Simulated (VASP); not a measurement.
Wanted: the native input for a VASP 6.6.1 run.

| Quantity | Value |
| --- | --- |
| Task | single point |
| Functional | PBEsol |
| Potentials or basis | VASP PAW PBE potentials, release 64 (Y_sv, Se) |
| Cutoff | 520 eV |
| k mesh | 14 × 14 × 14 |
| Occupations | gaussian, width 0.15 eV |
| Spin | no spin polarisation |
| Dipole correction | no |
| Further INCAR settings | ALGO = Normal; EDIFF = 1e-06; NBANDS = 16 |

The structure of YSe lies in POSCAR:

```
YSe
1.0
    0.0000000000      2.8750000000      2.8750000000
    2.8750000000      0.0000000000      2.8750000000
    2.8750000000      2.8750000000      0.0000000000
Y Se
1 1
Direct
    0.0000000000      0.0000000000      0.0000000000
    0.5304347826      0.5304347826      0.4695652174
```

This cell differs from its parent crystal: all Se atoms moved +0.175 Å, as atom 2 along Cartesian [0 0 1].

One way to write it, as run:

INCAR

```
SYSTEM = YSe
PREC = Accurate ; ENCUT = 520
EDIFF = 1E-6 ; ISMEAR = 0
SIGMA = 0.15 ; LREAL = .False.
LASPH = .True. ; NELM = 80
ALGO = Normal ; ISIF = 2
LWAVE = .False. ; LCHARG = .False.
GGA = PS ; NBANDS = 16
```

KPOINTS

```
Automatic mesh
0
Gamma
  14 14 14
  0 0 0
```

Potentials or basis: VASP PAW PBE potentials, release 64 (Y_sv, Se).

The run is started by

```sh
$ cat potpaw_PBE.64/Y_sv/POTCAR potpaw_PBE.64/Se/POTCAR > POTCAR
$ mpirun -np 1 vasp_std > vasp.out
```

It gave:

```json
{
 "Pressure": "-1.4 GPa",
 "Largest force": "1.150 eV/Å"
}
```

Caveat: the cell differs from its parent crystal (all Se atoms moved +0.175 Å, as atom 2 along Cartesian [0 0 1]); the PAW data sets were made with another functional, which shifts forces and pressure a little.

Wall time 7.2 min on 1 thread of AMD EPYC 7R13, with other jobs on the host, peak memory 0.32 GiB.
